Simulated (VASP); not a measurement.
Wanted: the native input for a VASP 6.6.1 run.

```yaml
Task: single point
Functional: PBE
Potentials_or_basis: VASP PAW PBE potentials, release 64 (Fe)
Cutoff: 520 eV
k_mesh: 4 × 4 × 4
Occupations: gaussian, width 0.1 eV
Spin: collinear spin, ferromagnetic start
Starting_moments: "[2.78, 2.78, 2.55, 2.55, 2.55, 2.55] μB"
Dipole_correction: no
Further_INCAR_settings: ALGO = Normal; EDIFF = 1e-06; NBANDS = 37
```

The structure of Fe lies in POSCAR:

```
Fe
1.0
    4.6929206751      0.0000000000      0.2273153493
    0.0000000000      3.9848236469      0.0000000000
   -1.8802535755      0.0000000000      3.5349600998
Fe
6
Direct
    0.0000000000      0.0000000000      0.0000000000
    0.0000000000      0.5000000000      0.5000000000
    0.3333324282      0.5000154698      0.1666652123
    0.6666675718      1.0000154698      0.3333347877
    0.6666675718      0.4999845302      0.8333347877
    0.3333324282     -0.0000154698      0.6666652123
```

The input as run:

INCAR

```
  PREC = Accurate
  ENCUT = 520
  EDIFF = 1E-6
  ISMEAR = 0
  SIGMA = 0.1
  LREAL = False
  LASPH = True
  NELM = 150
  ALGO = Normal
  ISIF = 2
  LWAVE = False
  LCHARG = True
  ISPIN = 2
  MAGMOM = 2.78 2.78 2.55 2.55 2.55 2.55
  LORBIT = 11
  LMAXMIX = 4
  GGA = PE
  LELF = True
  LVHAR = True
  NBANDS = 37
```

KPOINTS

```
Automatic mesh
0
Gamma
  4 4 4
```

Potentials or basis: VASP PAW PBE potentials, release 64 (Fe).

The run is started by

```sh
$ cat potpaw_PBE.64/Fe/POTCAR > POTCAR
$ mpirun -np 1 vasp_std > vasp.out
```

Results of the run:

| Quantity | Value |
| --- | --- |
| Pressure | -0.1 GPa |
| Net moment | 12.82 μB per cell |
| Site moments | Fe +2.14 μB |
| Valence electrons inside the program's atomic spheres | Fe 7.28 |

Caveat: the k points lie up to 0.43 Å⁻¹ apart.

Run time: 59 s on 1 thread of Intel(R) Xeon(R) 6975P-C (Granite Rapids), on a shared host, peak memory 0.26 GiB.
